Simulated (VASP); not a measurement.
# Hf (P6_3/mmc) in VASP: notebook

Hf is run at these levels: revPBE+D3(BJ), PBE+D4, PBE; tasks: single point.

Everything below comes from runs of VASP 6.6.1. Logs are shortened: lines on timing, memory, paths and dates and some standing lists are left out, and cuts for length are marked.

## Step 1: The cell of the first run

It takes space group P6_3/mmc (No. 194, hexagonal). The conventional cell has a = 3.166 Å, b = 3.166 Å, c = 5.004 Å, α = 90.00°, β = 90.00°, γ = 120.00°. Hf (site symmetry -6m2) has 12 Hf at 3.10 to 3.17 Å within 4.1 Å.

## Step 2: Single point, revPBE+D3(BJ)

Input file INCAR:

```
  PREC = Accurate
  ENCUT = 520
  EDIFF = 1E-6
  ISMEAR = -1
  SIGMA = 0.05
  LREAL = False
  LASPH = True
  NELM = 60
  ALGO = Normal
  ISIF = 2
  LWAVE = False
  LCHARG = False
  GGA = RE
  IVDW = 12
  NBANDS = 17
```

Input file KPOINTS:

```
Automatic mesh
0
Gamma
  10 10 5
```

Input file POSCAR:

```
Hf
1.0
    3.1660653435      0.0000000000      0.0000000000
   -1.5830326718      2.7418930175      0.0000000000
    0.0000000000      0.0000000000      5.0037918236
Hf
2
Direct
    0.6666666667      0.3333333333      0.7500000000
    0.3333333333      0.6666666667      0.2500000000
```

Potentials or basis: VASP PAW PBE potentials, release 64 (Hf_pv).

Run with:

```bash
cat potpaw_PBE.64/Hf_pv/POTCAR > POTCAR
mpirun -np 1 vasp_std > vasp.out
```

OUTCAR:

```text
PREC = Accurate
   ENCUT = 520
   EDIFF = 1E-6
   ISMEAR = -1
   LREAL = False
   LASPH = True
   NELM = 60
   ISIF = 2
   GGA = RE
   IVDW = 12
 IVDW          = 12

 ion  position               nearest neighbor table
   1  0.667  0.333  0.750-   2 3.10   2 3.10   2 3.10   2 3.10   2 3.10   2 3.10
   2  0.333  0.667  0.250-   1 3.10   1 3.10   1 3.10   1 3.10   1 3.10   1 3.10

  LATTYP: Found a hexagonal cell.
 ALAT       =     3.1660653435
 C/A-ratio  =     1.5804448995

  Lattice vectors:

 A1 = (   3.1660653435,   0.0000000000,   0.0000000000)
 A2 = (  -1.5830326718,   2.7418930175,   0.0000000000)
 A3 = (   0.0000000000,   0.0000000000,   5.0037918236)

Analysis of symmetry for initial positions (statically):
=====================================================================
 Subroutine PRICEL returns:
 Original cell was already a primitive cell.

 Routine SETGRP: Setting up the symmetry group for a
 hexagonal supercell.

 Subroutine GETGRP returns: Found 24 space group operations
 (whereof 12 operations were pure point group operations)
 out of a pool of 24 trial point group operations.

The static configuration has the point symmetry D_3d.
 The point group associated with its full space group is D_6h.

Analysis of symmetry for dynamics (positions and initial velocities):
=====================================================================
 Subroutine PRICEL returns:
 Original cell was already a primitive cell.

 Routine SETGRP: Setting up the symmetry group for a
 hexagonal supercell.

 Subroutine GETGRP returns: Found 24 space group operations
 (whereof 12 operations were pure point group operations)
 out of a pool of 24 trial point group operations.

The dynamic configuration has the point symmetry D_3d.
 The point group associated with its full space group is D_6h.

 Subroutine INISYM returns: Found 24 space group operations
 (whereof 12 operations are pure point group operations),
 and found     1 'primitive' translations

----------------------------------------------------------------------------------------

                                     Primitive cell

  volume of cell :      43.4380

  direct lattice vectors                    reciprocal lattice vectors
     3.166065344  0.000000000  0.000000000     0.315849451  0.182355765  0.000000000
    -1.583032672  2.741893017  0.000000000     0.000000000  0.364711531  0.000000000
     0.000000000  0.000000000  5.003791824     0.000000000  0.000000000  0.199848442

  length of vectors
     3.166065344  3.166065344  5.003791824     0.364711531  0.364711531  0.199848442

  position of ions in fractional coordinates (direct lattice)
     0.666666667  0.333333333  0.750000000
     0.333333333  0.666666667  0.250000000

  ion indices of the primitive-cell ions
   primitive index   ion index
                 1           1
                 2           2

----------------------------------------------------------------------------------------

 KPOINTS: Automatic mesh

Automatic generation of k-mesh.
 Grid dimensions read from file:
 generate k-points for:   10   10    5

 Generating k-lattice:

  Cartesian coordinates                     Fractional coordinates (reciprocal lattice)
     0.031584945  0.018235577  0.000000000     0.100000000  0.000000000  0.000000000
     0.000000000  0.036471153  0.000000000     0.000000000  0.100000000  0.000000000
     0.000000000  0.000000000  0.039969688     0.000000000  0.000000000  0.200000000

  Length of vectors
     0.036471153  0.036471153  0.039969688

  Shift w.r.t. Gamma in fractional coordinates (k-lattice)
     0.000000000  0.000000000  0.000000000

 Subroutine IBZKPT returns following result:
 ===========================================

 Found     42 irreducible k-points:

 Following reciprocal coordinates:
            Coordinates               Weight
  0.000000  0.000000  0.000000      1.000000
  0.100000  0.000000  0.000000      6.000000
  0.200000  0.000000  0.000000      6.000000
  0.300000  0.000000  0.000000      6.000000
  0.400000  0.000000  0.000000      6.000000
  0.500000  0.000000  0.000000      3.000000
[... 16 lines left out ...]
  0.300000  0.100000  0.200000     24.000000
  0.400000  0.100000  0.200000     24.000000
 [... further k-points ...]
   k-points           NKPTS =     42   k-points in BZ     NKDIM =     42   number of bands    NBANDS=     17
   number of dos      NEDOS =    301   number of ions     NIONS =      2
   total plane-waves  NPLWV =  23040
   dimension x,y,z NGX =    24 NGY =   24 NGZ =   40
   dimension x,y,z NGXF=    48 NGYF=   48 NGZF=   80
   ions per type =               2
   NGX,Y,Z   is equivalent  to a cutoff of  12.60, 12.60, 13.29 a.u.
   NGXF,Y,Z  is equivalent  to a cutoff of  25.20, 25.20, 26.58 a.u.
 SYSTEM =  unknown system
   PREC   = accura    normal or accurate (medium, high low for compatibility)
   ISTART =      0    job   : 0-new  1-cont  2-samecut
   ICHARG =      2    charge: 1-file 2-atom 10-const
   ISPIN  =      1    spin polarized calculation?
   LNONCOLLINEAR =      F non collinear calculations
   LSORBIT =      F    spin-orbit coupling
   LASPH  =      T    aspherical Exc in radial PAW
   ENCUT  =  520.0 eV  38.22 Ry    6.18 a.u.   5.89  5.89  9.30*2*pi/ulx,y,z
   NELM   =     60;   NELMIN=  2; NELMDL= -5     # of ELM steps
   EDIFF  = 0.1E-05   stopping-criterion for ELM
   LREAL  =      F    real-space projection
   EDIFFG = 0.1E-04   stopping-criterion for IOM
   NSW    =      0    number of steps for IOM
   IBRION =     -1    ionic relax: 0-MD 1-quasi-New 2-CG
   NFREE  =      0    steps in history (QN), initial steepest desc. (CG)
   ISIF   =      2    stress and relaxation
   ISYM   =      2    0-nonsym 1-usesym 2-fastsym
   POTIM  = 0.5000    time-step for ionic-motion
   TEBEG  =    0.0;   TEEND  =   0.0 temperature during run
   PSTRESS=    0.0 pullay stress
   NELECT =      20.0000    total number of electrons
   NUPDOWN=      -1.0000    fix difference up-down
   EMIN   =  10.00;   EMAX   =-10.00  energy-range for DOS
   EFERMI =   0.00;   METHOD = LEGACY
   ISMEAR =    -1;   SIGMA  =   0.05  broadening in eV -4-tet -1-fermi 0-gaus
   EFERMI_NEDOS =   21; number of points for ismear=-14 and -15
   IALGO  =     38    algorithm
   IMIX   =      4    mixing-type and parameters
     AMIX     =   0.40;   BMIX     =  1.00
     AMIX_MAG =   1.60;   BMIX_MAG =  1.00
  volume/ion in A,a.u.               =      21.72       146.57
  Fermi-wavevector in a.u.,A,eV,Ry     =   1.264139  2.388877 21.742768  1.598048
  Thomas-Fermi vector in A             =   2.397460
   LORBIT       =      0    0 simple, 1 ext, 2 COOP (PROOUT), +10 PAW based schemes
   GGA     = RE    functional components
   LHFCALC =     F    Hartree Fock is set to
   AEXX    =    0.0000 exact exchange contribution
   IVDW    =    12    specifies the selected vdW correction
   LEPSILON=     F    determine dielectric tensor
   LRPA    =     F    only Hartree local field effects (RPA)
 non-spin polarized calculation
  energy-cutoff  :      520.00
  volume of cell :       43.44
 maximum number of plane-waves:      1184
 NGX is ok and might be reduce to    24
   NGX = 11   NGY = 11   NGZ = 19

 number of electron      19.9999997 magnetization

 Free energy of the ion-electron system (eV)
  ---------------------------------------------------
  ext. energy  EPLUGINS =         0.00000000
  ---------------------------------------------------
  free energy    TOTEN  =       -19.13947021 eV

  energy without entropy =      -19.12963077  energy(sigma->0) =      -19.13455049

 E-fermi :   5.1836     XC(G=0): -11.3731

 val. band max:        5.1738145535   @ k =   0.3000   0.3000   0.4000
 cond. band min:       5.3357388647   @ k =   0.2000   0.2000   0.4000
 fundamental gap:      0.1619243112
 Fermi energy:         5.1836416683

 k-point     1 :       0.0000    0.0000    0.0000
  band No.  band energies     occupation
      1     -25.8787      2.00000
      2     -25.0603      2.00000
      3     -25.0603      2.00000
      4     -24.9240      2.00000
      5     -24.9200      2.00000
      6     -24.9200      2.00000
[... 9 lines left out ...]
     16       7.9167      0.00000
     17      10.7118      0.00000

 k-point     2 :       0.1000    0.0000    0.0000
  band No.  band energies     occupation
      1     -25.8504      2.00000
      2     -25.1203      2.00000
      3     -25.0804      2.00000
      4     -24.9832      2.00000
      5     -24.9371      2.00000
      6     -24.9280      2.00000
[... 9 lines left out ...]
     16       7.6298      0.00000
     17      10.9461      0.00000

 k-point     3 :       0.2000    0.0000    0.0000
  band No.  band energies     occupation
      1     -25.7711      2.00000
      2     -25.2774      2.00000
      3     -25.1424      2.00000
      4     -25.1306      2.00000
      5     -24.9767      2.00000
      6     -24.9507      2.00000
[... 9 lines left out ...]
     16       8.3468      0.00000
     17      11.3725      0.00000

 k-point     4 :       0.3000    0.0000    0.0000
  band No.  band energies     occupation
      1     -25.6569      2.00000
      2     -25.4713      2.00000
      3     -25.3280      2.00000
      4     -25.1896      2.00000
      5     -25.0414      2.00000
      6     -24.9811      2.00000
[... 9 lines left out ...]
     16       9.5576      0.00000
     17      11.6990      0.00000

 k-point     5 :       0.4000    0.0000    0.0000
  band No.  band energies     occupation
      1     -25.6270      2.00000
      2     -25.5374      2.00000
      3     -25.4707      2.00000
      4     -25.2355      2.00000
      5     -25.1205      2.00000
      6     -25.0069      2.00000
[... 9 lines left out ...]
     16      10.9042      0.00000
     17      11.8686      0.00000

 k-point     6 :       0.5000    0.0000    0.0000
  band No.  band energies     occupation
      1     -25.6860      2.00000
      2     -25.5237      2.00000
      3     -25.4756      2.00000
      4     -25.2526      2.00000
      5     -25.1669      2.00000
      6     -25.0170      2.00000
[... 9 lines left out ...]
     16      11.9176      0.00000
     17      12.4067      0.00000

 k-point     7 :       0.1000    0.1000    0.0000
  band No.  band energies     occupation
      1     -25.7966      2.00000
      2     -25.2135      2.00000
      3     -25.1561      2.00000
      4     -25.0586      2.00000
      5     -24.9635      2.00000
      6     -24.9539      2.00000
[... 9 lines left out ...]
     16       8.1909      0.00000
     17      11.1739      0.00000

 k-point     8 :       0.2000    0.1000    0.0000
  band No.  band energies     occupation
      1     -25.6992      2.00000
      2     -25.3742      2.00000
      3     -25.2959      2.00000
      4     -25.1463      2.00000
      5     -25.0162      2.00000
      6     -24.9945      2.00000
[... 9 lines left out ...]
     16       9.3489      0.00000
     17      11.4345      0.00000
[... 203 lines left out ...]
      1     -25.7115      2.00000
      2     -25.5537      2.00000
      3     -25.3878      2.00000
      4     -25.2141      2.00000
      5     -25.0985      2.00000
      6     -25.0292      2.00000
[... 9 lines left out ...]
     16      10.6383      0.00000
     17      11.6340      0.00000

 k-point    20 :       0.5000    0.0000    0.2000
  band No.  band energies     occupation
      1     -25.7495      2.00000
      2     -25.6018      2.00000
      3     -25.3644      2.00000
      4     -25.2306      2.00000
      5     -25.1308      2.00000
      6     -25.0400      2.00000
[... 9 lines left out ...]
     16      11.7925      0.00000
     17      12.0860      0.00000

 k-point    21 :       0.1000    0.1000    0.2000
  band No.  band energies     occupation
      1     -25.7347      2.00000
      2     -25.1879      2.00000
      3     -25.1854      2.00000
      4     -25.0953      2.00000
      5     -24.9766      2.00000
      6     -24.9702      2.00000
[... 9 lines left out ...]
     16       8.5761      0.00000
     17      11.1132      0.00000

 k-point    22 :       0.2000    0.1000    0.2000
  band No.  band energies     occupation
      1     -25.6795      2.00000
      2     -25.3610      2.00000
      3     -25.3010      2.00000
      4     -25.1607      2.00000
      5     -25.0238      2.00000
      6     -25.0032      2.00000
[... 9 lines left out ...]
     16       9.3500      0.00000
     17      11.2334      0.00000

 k-point    23 :       0.3000    0.1000    0.2000
  band No.  band energies     occupation
      1     -25.6683      2.00000
      2     -25.5077      2.00000
      3     -25.3775      2.00000
      4     -25.2231      2.00000
      5     -25.0839      2.00000
      6     -25.0380      2.00000
[... 9 lines left out ...]
     16      10.2842      0.00000
     17      11.5533      0.00000

 k-point    24 :       0.4000    0.1000    0.2000
  band No.  band energies     occupation
      1     -25.7187      2.00000
      2     -25.5784      2.00000
      3     -25.3762      2.00000
      4     -25.2457      2.00000
      5     -25.1405      2.00000
      6     -25.0627      2.00000
[... 9 lines left out ...]
     16      11.3518      0.00000
     17      12.2044      0.00000

 [... further k-points ...]

------------------------ aborting loop because EDIFF is reached ----------------------------------------

 Edisp (eV)   -1.62279

 E8    (eV) :    -1.2380

  FORCE on cell =-STRESS in cart. coord.  units (eV):
  Direction    XX          YY          ZZ          XY          YZ          ZX
  --------------------------------------------------------------------------------------
  -------------------------------------------------------------------------------------
  Total      -0.11946    -0.11946    -0.14861     0.00000     0.00000     0.00000
  in kB      -4.40613    -4.40613    -5.48143     0.00000     0.00000     0.00000
  external pressure =       -4.76 kB  Pullay stress =        0.00 kB

 VOLUME and BASIS-vectors are now :
 -----------------------------------------------------------------------------
  energy-cutoff  :      520.00
  volume of cell :       43.44
      direct lattice vectors                 reciprocal lattice vectors
     3.166065344  0.000000000  0.000000000     0.315849451  0.182355765  0.000000000
    -1.583032672  2.741893017  0.000000000     0.000000000  0.364711531  0.000000000
     0.000000000  0.000000000  5.003791824     0.000000000  0.000000000  0.199848442

 POSITION                                       TOTAL-FORCE (eV/Angst)
 -----------------------------------------------------------------------------------
      1.58303      0.91396      3.75284         0.000000     -0.000000      0.000000
     -0.00000      1.82793      1.25095        -0.000000      0.000000      0.000000
 -----------------------------------------------------------------------------------
    total drift:                               -0.000000      0.000000     -0.000000

  FREE ENERGIE OF THE ION-ELECTRON SYSTEM (eV)
  ---------------------------------------------------
  free  energy   TOTEN  =       -20.7622634117 eV

  energy  without entropy=      -20.7524239664  energy(sigma->0) =      -20.75734369
```

Wall time 9 s (1 thread of Intel Xeon 6975P-C (Granite Rapids), shared host); peak memory 0.18 GiB.

Results:

| Quantity | Value |
| --- | --- |
| Free energy | -20.7623 eV |
| Pressure | -0.5 GPa |
| Band gap on the k mesh | zero (band 10 reaches 6.40 eV, above the bottom of band 11 at 4.87 eV) |
| Dispersion energy per atom | -0.811 eV |

Stress tensor (GPa, compression positive):
```
-0.44  0.00  0.00
 0.00 -0.44  0.00
 0.00  0.00 -0.55
```

Caveat: the PAW data sets were made with another functional, which shifts forces and pressure a little; spin-orbit coupling is left out, which moves the levels of the heavy elements; pairwise dispersion overbinds metals, which lowers pressure and volume.

## Step 3: Single point, PBE+D4

This run uses another cell than the first one, of 22.20 Å³/atom, 1.022 times its volume.

Input file INCAR:

```
SYSTEM = Hf
PREC = Accurate
ENCUT = 520
EDIFF = 1E-6
ISMEAR = -1
SIGMA = 0.05
LREAL = .FALSE.
LASPH = .TRUE.
NELM = 100
ALGO = Normal
ISIF = 2
LWAVE = .FALSE.
LCHARG = .FALSE.
GGA = PE
IVDW = 13
NBANDS = 17
```

Input file KPOINTS:

```
regular mesh
0
G
  10 10 5
  0 0 0
```

Input file POSCAR:

```
Hf
1.0
    3.1899922763      0.0000000000      0.0000000000
   -1.5949961382      2.7626143492      0.0000000000
    0.0000000000      0.0000000000      5.0372018287
Hf
2
Direct
    0.6666666667      0.3333333333      0.7500000000
    0.3333333333      0.6666666667      0.2500000000
```

Potentials or basis: VASP PAW PBE potentials, release 64 (Hf_pv).

Run with:

```bash
cat potpaw_PBE.64/Hf_pv/POTCAR > POTCAR
mpirun -np 1 vasp_std > vasp.out
```

Run time: 9 s. Hardware: 1 thread of Intel Xeon 6975P-C (Granite Rapids), shared host; peak memory 0.17 GiB.

The run converged. Its results:

* Free energy: -20.2755 eV
* Pressure: -0.5 GPa
* Band gap on the k mesh: zero (band 10 reaches 6.15 eV, above the bottom of band 11 at 4.65 eV)
* Dispersion energy per atom: -0.211 eV

Stress tensor (GPa, compression positive):
```
-0.41  0.00  0.00
 0.00 -0.41  0.00
 0.00  0.00 -0.54
```

Levels at points of the mesh, in eV from the Fermi level:
| k point | band 6 | band 7 | band 8 | band 9 | band 10 | band 11 | band 12 | band 13 | band 14 | band 15 |
| --- | --- | --- | --- | --- | --- | --- | --- | --- | --- | --- |
| (0.00, 0.00, 0.00) | -30.16 | -7.39 | -3.71 | 0.70 | 1.19 | 1.19 | 1.50 | 2.03 | 2.03 | 2.65 |
| (0.50, 0.00, 0.00) | -30.25 | -3.35 | -2.76 | -2.23 | -0.78 | 0.79 | 0.91 | 1.72 | 5.94 | 6.46 |

Caveat: spin-orbit coupling is left out, which moves the levels of the heavy elements; pairwise dispersion overbinds metals, which lowers pressure and volume.

## Step 4: Single point, PBE

This run uses another cell than the first one, of 22.38 Å³/atom, 1.030 times its volume.

Input file INCAR:

```
ALGO     = Normal         # electronic algorithm
EDIFF    = 1E-7           # SCF threshold, eV
ENCUT    = 520            # plane-wave cutoff, eV
GGA      = PE             # functional
ISIF     = 2              # what is computed and relaxed
ISMEAR   = 0              # smearing method
LASPH    = True           # aspherical terms in the spheres
LCHARG   = False          # write CHGCAR
LREAL    = False          # projectors in reciprocal space
LWAVE    = False          # write WAVECAR
NBANDS   = 17             # bands
NELM     = 80             # most SCF steps
PREC     = Accurate       # precision mode
SIGMA    = 0.025          # smearing width, eV
```

Input file KPOINTS:

```
k-points
0
Gamma
  10 10 5
```

Input file POSCAR:

```
Hf
1.0
    3.1967000000      0.0000000000      0.0000000000
   -1.5983500000      2.7684234083      0.0000000000
    0.0000000000      0.0000000000      5.0578000000
Hf
2
Direct
    0.6666666667      0.3333333333      0.7500000000
    0.3333333333      0.6666666667      0.2500000000
```

Run with:

```bash
cat potpaw_PBE.64/Hf_pv/POTCAR > POTCAR
mpirun -np 1 vasp_std > vasp.out
```

Wall time 8.7 s (1 thread of Intel Xeon 6975P-C (Granite Rapids), shared host); peak memory 0.17 GiB.

The run converged. Its results:

* Free energy: -19.8498 eV
* Pressure: 0.2 GPa
* Band gap on the k mesh: zero (band 10 reaches 6.10 eV, above the bottom of band 11 at 4.60 eV)

Stress tensor (GPa, compression positive):
```
 0.30  0.00  0.00
 0.00  0.30  0.00
 0.00  0.00 -0.08
```

Levels at points of the mesh, in eV from the Fermi level:
```csv
k point,band 8,band 9,band 10,band 11,band 12,band 13
"(0.00, 0.00, 0.00)",-3.69,0.66,1.20,1.20,1.48,2.02
"(0.50, 0.00, 0.00)",-2.73,-2.21,-0.78,0.81,0.89,1.70
```

Caveat: spin-orbit coupling is left out, which moves the levels of the heavy elements.

(Continued in part 2 of 2.)
